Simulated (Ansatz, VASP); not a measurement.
**Al3NiPd2 in VASP and in Ansatz**

The input INCAR:

```
PREC = Accurate
ENCUT = 520
EDIFF = 1E-6
ISMEAR = 0
SIGMA = 0.2
LREAL = F
LASPH = T
NELM = 100
ALGO = Fast
ISIF = 2
LWAVE = F
LCHARG = F
GGA = PE
NBANDS = 51
```

File KPOINTS:

```
Automatic mesh
0
Gamma
  6 4 4
```

POSCAR

```
Al3NiPd2
1.0
   -2.1355382893      3.6988608186      0.0000000000
    0.0000000000      0.0000000000      5.2430307000
    6.4066148679      3.6988608186      0.0000000000
Al Ni Pd
6 2 4
Direct
    0.0000000000      0.8441540000      0.3333333333
    0.5000000000      0.8441540000      0.8333333333
    0.5000000000      0.1558460000      0.1666666667
    0.0000000000      0.1558460000      0.6666666667
    0.0000000000      0.5000000000      0.0000000000
    0.5000000000      0.5000000000      0.5000000000
    0.0000000000      0.0000000000      0.0000000000
    0.5000000000      0.0000000000      0.5000000000
    0.5000000000      0.6675500000      0.1666666667
    0.0000000000      0.6675500000      0.6666666667
    0.0000000000      0.3324500000      0.3333333333
    0.5000000000      0.3324500000      0.8333333333
```

Input for Ansatz:

```yaml
crystal:
  lattice:
    - [-2.1355382893, 3.6988608186, 0.0]
    - [0.0, 0.0, 5.2430307]
    - [6.4066148679, 3.6988608186, 0.0]
  atoms:
    - { symbol: Al, position: [0.0, 0.844154, 0.3333333333] }
    - { symbol: Al, position: [0.5, 0.844154, 0.8333333333] }
    - { symbol: Al, position: [0.5, 0.155846, 0.1666666667] }
    - { symbol: Al, position: [0.0, 0.155846, 0.6666666667] }
    - { symbol: Al, position: [0.0, 0.5, 0.0] }
    - { symbol: Al, position: [0.5, 0.5, 0.5] }
    - { symbol: Ni, position: [0.0, 0.0, 0.0] }
    - { symbol: Ni, position: [0.5, 0.0, 0.5] }
    - { symbol: Pd, position: [0.5, 0.66755, 0.1666666667] }
    - { symbol: Pd, position: [0.0, 0.66755, 0.6666666667] }
    - { symbol: Pd, position: [0.0, 0.33245, 0.3333333333] }
    - { symbol: Pd, position: [0.5, 0.33245, 0.8333333333] }
basis:
  ecutwfc: 420
kpoints:
  mp_grid: { grid: [6, 4, 4] }
hamiltonian:
  xc: pbe
scf:
  occupations: { method: gaussian, width: 0.2 }
  lower_state_search: "off"
output:
  forces: true
  stress: true
  eigenvalues: true
```

Alike in both runs: task single point; functional PBE; k mesh 6 × 4 × 4; occupations gaussian, width 0.2 eV; no spin polarisation.

|  | VASP | Ansatz |
| --- | --- | --- |
| version | VASP 6.6.1 | Ansatz 0.2.0 |
| potentials or method | VASP PAW PBE potentials, release 64 (Al, Ni, Pd), cutoff 520 eV | scalar-relativistic, plane waves, PAW |
| valence electrons in the cell | 78 | 126 |

```csv
,VASP,Ansatz,Ansatz less VASP
gap on the k mesh at the Fermi level (eV),none,none,-
pressure (GPa),0.1,0.2,+0.04
"traceless stress, the component that is largest in VASP (GPa)",-0.24,-0.23,+0.015
```

A gap of «none» marks a metal or a gap that the smearing closes. VASP's potentials hold 78 valence electrons a cell and Ansatz's 126, so a difference there can come from the potentials and not from the codes.
